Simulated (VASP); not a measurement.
# MgO2 (R-3m) in VASP: further runs, part 2 of 3

VASP 6.6.1. Earlier steps stand in the parts before.

## (3) Single point, r2SCAN (9.06 Å³/atom)

This run uses another cell than the first one, of 9.06 Å³/atom.

Contents of POSCAR:

```
MgO2
1.0
    1.5195806840      0.8773303169      3.3993235253
   -1.5195806840      0.8773303169      3.3993235253
    0.0000000000     -1.7546606339      3.3993235253
Mg O
1 2
Direct
    0.0000000000      0.0000000000      0.0000000000
    0.4292068049      0.4292068049      0.4292068049
    0.5707931951      0.5707931951      0.5707931951
```

Contents of INCAR.step1:

```
  PREC = Accurate
  ENCUT = 520
  ISMEAR = 0
  SIGMA = 0.02
  LREAL = F
  LASPH = T
  NELM = 100
  NBANDS = 14
  GGA = PE
  ALGO = Normal
  EDIFF = 1E-4
  LWAVE = T
  LCHARG = F
```

Contents of INCAR.step2:

```
  PREC = Accurate
  ENCUT = 520
  EDIFF = 1E-6
  ISMEAR = 0
  SIGMA = 0.02
  LREAL = F
  LASPH = T
  NELM = 100
  ALGO = Normal
  ISIF = 2
  LWAVE = F
  LCHARG = F
  METAGGA = R2SCAN
  LMIXTAU = T
  NBANDS = 14
  ISTART = 1
```

Contents of KPOINTS:

```
regular mesh
0
Gamma
  12 12 12
```

Potentials or basis: VASP PAW PBE potentials, release 64 (Mg, O).

On the command line:

```
cat potpaw_PBE.64/Mg/POTCAR potpaw_PBE.64/O/POTCAR > POTCAR
cp INCAR.step1 INCAR
mpirun -np 1 vasp_std > vasp.out
cp INCAR.step2 INCAR
mpirun -np 1 vasp_std > vasp.out
```

OUTCAR:

```text
PREC = Accurate
   ENCUT = 520
   EDIFF = 1E-6
   ISMEAR = 0
   LREAL = F
   LASPH = T
   NELM = 100
   ISIF = 2
   METAGGA = R2SCAN
   ISTART = 1

 ion  position               nearest neighbor table
   1  0.000  0.000  0.000-   3 2.01   2 2.01   3 2.01   3 2.01   2 2.01   2 2.01
   2  0.429  0.429  0.429-   3 1.44   1 2.01   1 2.01   1 2.01
   3  0.571  0.571  0.571-   2 1.44   1 2.01   1 2.01   1 2.01

  LATTYP: Found a trigonal (rhomboedric) cell.
 ALAT       =     3.8254717839
 COS(alpha) =     0.6844214194

  Lattice vectors:

 A1 = (   1.5195806840,   0.8773303169,   3.3993235253)
 A2 = (  -1.5195806840,   0.8773303169,   3.3993235253)
 A3 = (   0.0000000000,  -1.7546606339,   3.3993235253)

Analysis of symmetry for initial positions (statically):
=====================================================================
 Subroutine PRICEL returns:
 Original cell was already a primitive cell.

 Routine SETGRP: Setting up the symmetry group for a
 trigonal (rhombohedral) supercell.

 Subroutine GETGRP returns: Found 12 space group operations
 (whereof 12 operations were pure point group operations)
 out of a pool of 12 trial point group operations.

The static configuration has the point symmetry D_3d.

Analysis of symmetry for dynamics (positions and initial velocities):
=====================================================================
 Subroutine PRICEL returns:
 Original cell was already a primitive cell.

 Routine SETGRP: Setting up the symmetry group for a
 trigonal (rhombohedral) supercell.

 Subroutine GETGRP returns: Found 12 space group operations
 (whereof 12 operations were pure point group operations)
 out of a pool of 12 trial point group operations.

The dynamic configuration has the point symmetry D_3d.

 Subroutine INISYM returns: Found 12 space group operations
 (whereof 12 operations are pure point group operations),
 and found     1 'primitive' translations

----------------------------------------------------------------------------------------

                                     Primitive cell

  volume of cell :      27.1913

  direct lattice vectors                    reciprocal lattice vectors
     1.519580684  0.877330317  3.399323525     0.329038139  0.189970258  0.098058726
    -1.519580684  0.877330317  3.399323525    -0.329038139  0.189970258  0.098058726
     0.000000000 -1.754660634  3.399323525     0.000000000 -0.379940516  0.098058726

  length of vectors
     3.825471784  3.825471784  3.825471784     0.392390506  0.392390506  0.392390506

  position of ions in fractional coordinates (direct lattice)
     0.000000000  0.000000000  0.000000000
     0.429206805  0.429206805  0.429206805
     0.570793195  0.570793195  0.570793195

  ion indices of the primitive-cell ions
   primitive index   ion index
                 1           1
                 2           2
                 3           3

----------------------------------------------------------------------------------------

 KPOINTS: regular mesh

[... 46 lines left out ...]
  0.500000  0.166667 -0.000000     12.000000
 -0.416667  0.166667 -0.000000     12.000000
 [... further k-points ...]
   k-points           NKPTS =    189   k-points in BZ     NKDIM =    189   number of bands    NBANDS=     14
   number of dos      NEDOS =    301   number of ions     NIONS =      3
   total plane-waves  NPLWV =  21952
   dimension x,y,z NGX =    28 NGY =   28 NGZ =   28
   dimension x,y,z NGXF=    56 NGYF=   56 NGZF=   56
   ions per type =               1   2
   NGX,Y,Z   is equivalent  to a cutoff of  12.17, 12.17, 12.17 a.u.
   NGXF,Y,Z  is equivalent  to a cutoff of  24.34, 24.34, 24.34 a.u.
 SYSTEM =  unknown system
   PREC   = accura    normal or accurate (medium, high low for compatibility)
   ISTART =      1    job   : 0-new  1-cont  2-samecut
   ICHARG =      0    charge: 1-file 2-atom 10-const
   ISPIN  =      1    spin polarized calculation?
   LNONCOLLINEAR =      F non collinear calculations
   LSORBIT =      F    spin-orbit coupling
   LASPH  =      T    aspherical Exc in radial PAW
   ENCUT  =  520.0 eV  38.22 Ry    6.18 a.u.   7.11  7.11  7.11*2*pi/ulx,y,z
   NELM   =    100;   NELMIN=  2; NELMDL=  0     # of ELM steps
   EDIFF  = 0.1E-05   stopping-criterion for ELM
   LREAL  =      F    real-space projection
   EDIFFG = 0.1E-04   stopping-criterion for IOM
   NSW    =      0    number of steps for IOM
   IBRION =     -1    ionic relax: 0-MD 1-quasi-New 2-CG
   NFREE  =      0    steps in history (QN), initial steepest desc. (CG)
   ISIF   =      2    stress and relaxation
   ISYM   =      2    0-nonsym 1-usesym 2-fastsym
   POTIM  = 0.5000    time-step for ionic-motion
   TEBEG  =    0.0;   TEEND  =   0.0 temperature during run
   PSTRESS=    0.0 pullay stress
   NELECT =      14.0000    total number of electrons
   NUPDOWN=      -1.0000    fix difference up-down
   EMIN   =  10.00;   EMAX   =-10.00  energy-range for DOS
   EFERMI =   0.00;   METHOD = LEGACY
   ISMEAR =     0;   SIGMA  =   0.02  broadening in eV -4-tet -1-fermi 0-gaus
   EFERMI_NEDOS =   21; number of points for ismear=-14 and -15
   IALGO  =     38    algorithm
   IMIX   =      4    mixing-type and parameters
     AMIX     =   0.40;   BMIX     =  1.00
     AMIX_MAG =   1.60;   BMIX_MAG =  1.00
  volume/ion in A,a.u.               =       9.06        61.17
  Fermi-wavevector in a.u.,A,eV,Ry     =   1.312121  2.479550 23.424635  1.721662
  Thomas-Fermi vector in A             =   2.442535
   LORBIT       =      0    0 simple, 1 ext, 2 COOP (PROOUT), +10 PAW based schemes
   METAGGA = R2SCAN    functional components
   LHFCALC =     F    Hartree Fock is set to
   AEXX    =    0.0000 exact exchange contribution
   IVDW    =     0    specifies the selected vdW correction
   LEPSILON=     F    determine dielectric tensor
   LRPA    =     F    only Hartree local field effects (RPA)
 non-spin polarized calculation
 Gauss-broadening in eV      SIGMA  =   0.02
  energy-cutoff  :      520.00
  volume of cell :       27.19
 maximum number of plane-waves:       748
   NGX = 15   NGY = 15   NGZ = 15

 number of electron      13.9999998 magnetization

 Free energy of the ion-electron system (eV)
  ---------------------------------------------------
  ext. energy  EPLUGINS =         0.00000000
  ---------------------------------------------------
  free energy    TOTEN  =       -21.45828834 eV

  energy without entropy =      -21.45828834  energy(sigma->0) =      -21.45828834

 E-fermi :   3.5407     XC(G=0): -11.4699

 val. band max:        3.4091918951   @ k =   0.5000   0.5000   0.5000
 cond. band min:       6.8489006849   @ k =   0.5000   0.5000   0.5000
 fundamental gap:      3.4397087898
 Fermi energy:         3.5407138646

 k-point     1 :       0.0000    0.0000    0.0000
  band No.  band energies     occupation
      1     -19.9644      2.00000
      2     -12.1848      2.00000
      3      -5.0922      2.00000
      4      -0.3973      2.00000
      5      -0.3973      2.00000
      6       2.4345      2.00000
      7       2.4345      2.00000
      8       9.4977      0.00000
      9       9.5382      0.00000
     10      17.6177      0.00000
     11      19.5135      0.00000
     12      20.0665      0.00000
     13      20.0665      0.00000
     14      22.9465      0.00000
[... 377 lines left out ...]
      1     -19.2554      2.00000
      2     -12.5876      2.00000
      3      -3.9787      2.00000
      4      -3.0961      2.00000
      5      -1.3329      2.00000
      6       1.7172      2.00000
      7       1.9519      2.00000
      8       8.7540      0.00000
      9      14.4015      0.00000
     10      15.8783      0.00000
     11      18.3905      0.00000
     12      19.6850      0.00000
     13      20.3067      0.00000
     14      23.5279      0.00000

 [... further k-points ...]

------------------------ aborting loop because EDIFF is reached ----------------------------------------

  FORCE on cell =-STRESS in cart. coord.  units (eV):
  Direction    XX          YY          ZZ          XY          YZ          ZX
  --------------------------------------------------------------------------------------
  -------------------------------------------------------------------------------------
  Total        2.4155506      2.4155506      2.9145246      0.0000000     -0.0000000      0.0000000
  in kB      142.3298786    142.3298785    171.7305873      0.0000000     -0.0000000      0.0000000
  external PRESSURE =     152.1301148 kB  Pullay stress =       0.0000000 kB

 VOLUME and BASIS-vectors are now :
 -----------------------------------------------------------------------------
  energy-cutoff  :      520.00
  volume of cell :       27.19
      direct lattice vectors                 reciprocal lattice vectors
     1.519580684  0.877330317  3.399323525     0.329038139  0.189970258  0.098058726
    -1.519580684  0.877330317  3.399323525    -0.329038139  0.189970258  0.098058726
     0.000000000 -1.754660634  3.399323525     0.000000000 -0.379940516  0.098058726

 POSITION                                       TOTAL-FORCE (eV/Angst)
 -----------------------------------------------------------------------------------
      0.00000      0.00000      0.00000         0.000000     -0.000000      0.000000
      0.00000     -0.00000      4.37704         0.000000      0.000000     -0.317418
      0.00000     -0.00000      5.82093         0.000000     -0.000000      0.317418
 -----------------------------------------------------------------------------------
    total drift:                                0.000000     -0.000000      0.000000

  FREE ENERGIE OF THE ION-ELECTRON SYSTEM (eV)
  ---------------------------------------------------
  free  energy   TOTEN  =       -21.4582883424 eV

  energy  without entropy=      -21.4582883424  energy(sigma->0) =      -21.45828834
```

Run time: 1.8 min. Hardware: 1 thread of Intel Xeon 6975P-C (Granite Rapids), shared host; peak memory 0.21 GiB.

What came out:

```yaml
Free_energy: -21.4583 eV
Pressure: 15.2 GPa
Largest_force: 0.317 eV/Å
Band_gap_on_the_k_mesh: 3.44 eV
```

Forces on the atoms (eV/Å):
```
Mg   0.000  0.000  0.000
O    0.000  0.000 -0.317
O    0.000  0.000  0.317
```

Stress tensor (GPa, compression positive):
```
14.23  0.00  0.00
 0.00 14.23  0.00
 0.00  0.00 17.17
```

Levels at points of the mesh, in eV from the valence-band top:
```csv
k point,band 5,band 6,band 7,band 8,band 9,band 10
"(0.00, 0.00, 0.00)",-3.81,-0.97,-0.97,6.09,6.13,14.21
"(0.50, 0.00, 0.00)",-4.27,-1.43,-1.43,5.35,10.13,12.68
"(0.50, 0.50, 0.00)",-4.95,-2.48,-0.26,4.69,9.09,13.14
"(0.50, 0.50, 0.50)",-4.42,0.00,0.00,3.44,6.10,11.80
```

Caveat: the cell stands under pressure; the PAW data sets were made with another functional, which shifts forces and pressure a little. A k mesh can miss the band edges.

(Continued in part 3 of 3.)
